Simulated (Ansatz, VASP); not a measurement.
KF: VASP beside Ansatz

The input INCAR:

```
PREC = Accurate ; ENCUT = 600
EDIFF = 1E-6 ; ISMEAR = 0
SIGMA = 0.02 ; LREAL = False
LASPH = True ; NELM = 100
ALGO = Normal ; ISIF = 3
LWAVE = False ; LCHARG = False
GGA = PE ; IBRION = 2
NSW = 100 ; EDIFFG = -0.01
```

Contents of KPOINTS:

```
regular mesh
0
Gamma
  8 8 8
```

File POSCAR:

```
KF
1.0
    0.0000000000      2.9763631419      2.9763631419
    2.9763631419      0.0000000000      2.9763631419
    2.9763631419      2.9763631419      0.0000000000
K F
1 1
Direct
    0.7500000000      0.7500000000      0.7500000000
    0.0000000000      0.0000000000      0.0000000000
```

Input for Ansatz:

```yaml
crystal:
  lattice:
    - [0.0, 2.9763631419, 2.9763631419]
    - [2.9763631419, 0.0, 2.9763631419]
    - [2.9763631419, 2.9763631419, 0.0]
  atoms:
    - { symbol: K, position: [0.75, 0.75, 0.75] }
    - { symbol: F, position: [0.0, 0.0, 0.0] }
basis:
  ecutwfc: 420
kpoints:
  mp_grid: { grid: [8, 8, 8] }
hamiltonian:
  xc: pbe
scf:
  occupations: { method: gaussian, width: 0.02 }
output:
  forces: true
  stress: true
  eigenvalues: true
relax:
  adjacent_minimum: "off"
  f_tol: 0.01
  max_steps: 80
  cell: { stress_tol: 0.05 }
```

Change from the starting cell: ordered vacancies on the cation sites of antifluorite (F-43m, No. 216).

Alike in both runs: task relaxation of cell and atoms; functional PBE; k mesh 8 × 8 × 8; occupations gaussian, width 0.02 eV; no spin polarisation.

|  | VASP | Ansatz |
| --- | --- | --- |
| version | VASP 6.6.1 | Ansatz 0.2.0 |
| potentials or method | VASP PAW PBE potentials, release 64 (K_sv, F), cutoff 600 eV | scalar-relativistic, plane waves, PAW |
| valence electrons in the cell | 16 | 16 |

|  | VASP | Ansatz | Ansatz less VASP |
| --- | --- | --- | --- |
| gap on the k mesh at the Fermi level, each at its own relaxed structure (eV) | 5.05 | 5.06 | +0.008 |
| relaxed volume (Å³/atom) | 26.37 | 26.37 | 0.000 |
| relaxed length of the cell vector where the two differ most in proportion (Å) | 4.209 | 4.209 | 0.0000 |

Noted on VASP's run: the relaxation stopped at its first step, so nothing moved.
